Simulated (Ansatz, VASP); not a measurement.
**Bi: VASP beside Ansatz**

Contents of POSCAR:

```
Bi
1.0
   -1.9814305318      1.9814305318      1.9814305318
    1.9814305318     -1.9814305318      1.9814305318
    1.9814305318      1.9814305318     -1.9814305318
Bi
1
Direct
    0.0000000000      0.0000000000      0.0000000000
```

Contents of INCAR.step1:

```
  PREC = Accurate
  ENCUT = 520
  EDIFF = 1E-5
  ISMEAR = -1
  SIGMA = 0.05
  LREAL = False
  LASPH = True
  NELM = 150
  ALGO = Normal
  ISIF = 2
  LWAVE = True
  LCHARG = False
  MAGMOM = 0 0 0
  LORBIT = 11
  LSORBIT = True
  GGA_COMPAT = False
  LORBMOM = True
  NBANDS = 26
  GGA = PE
```

The input INCAR.step2:

```
  PREC = Accurate
  ENCUT = 520
  EDIFF = 1E-7
  ISMEAR = -1
  SIGMA = 0.05
  LREAL = False
  LASPH = True
  NELM = 150
  ALGO = Normal
  ISIF = 2
  LWAVE = False
  LCHARG = False
  MAGMOM = 0 0 0
  LORBIT = 11
  LSORBIT = True
  GGA_COMPAT = False
  LORBMOM = True
  GGA = PE
  LHFCALC = True
  HFSCREEN = 0.2079
  PRECFOCK = Normal
  NBANDS = 26
  ISTART = 1
```

KPOINTS

```
Automatic mesh
0
Gamma
  4 4 4
```

The input input.yaml:

```yaml
crystal:
  lattice:
    - [-1.9814305318, 1.9814305318, 1.9814305318]
    - [1.9814305318, -1.9814305318, 1.9814305318]
    - [1.9814305318, 1.9814305318, -1.9814305318]
  atoms:
    - { symbol: Bi, position: [0.0, 0.0, 0.0] }
hamiltonian:
  xc: hse06
  pseudopotentials: { kind: paw_fr }
magnetization:
  noncollinear: true
  spin_orbit: true
kpoints:
  mp_grid: { grid: [4, 4, 4] }
scf:
  occupations: { method: fermi_dirac, width: 0.05 }
output:
  forces: true
  stress: true
  eigenvalues: true
  write_density: true
  write_potential: true
  elf: true
  volumetric_format: npy
```

Alike in both runs: task single point; functional HSE06; k mesh 4 × 4 × 4; occupations fermi-dirac, width 0.05 eV; non-collinear spin, spin-orbit coupling.

|  | VASP | Ansatz |
| --- | --- | --- |
| version | VASP 6.6.1 | Ansatz 0.2.0 |
| potentials or method | VASP PAW PBE potentials, release 64 (Bi_d) | Ansatz PAW |
| plane-wave cutoff (eV) | 520 | 420 |
| valence electrons in the cell | 15 | 15 |

|  | VASP | Ansatz | Ansatz less VASP |
| --- | --- | --- | --- |
| pressure (GPa) | 1.2 | 1.4 | +0.19 |
| net moment per atom (μB) | 0.00 | 0.00 | 0.000 |

The k mesh is coarse, so the values compare programs but aren't converged.
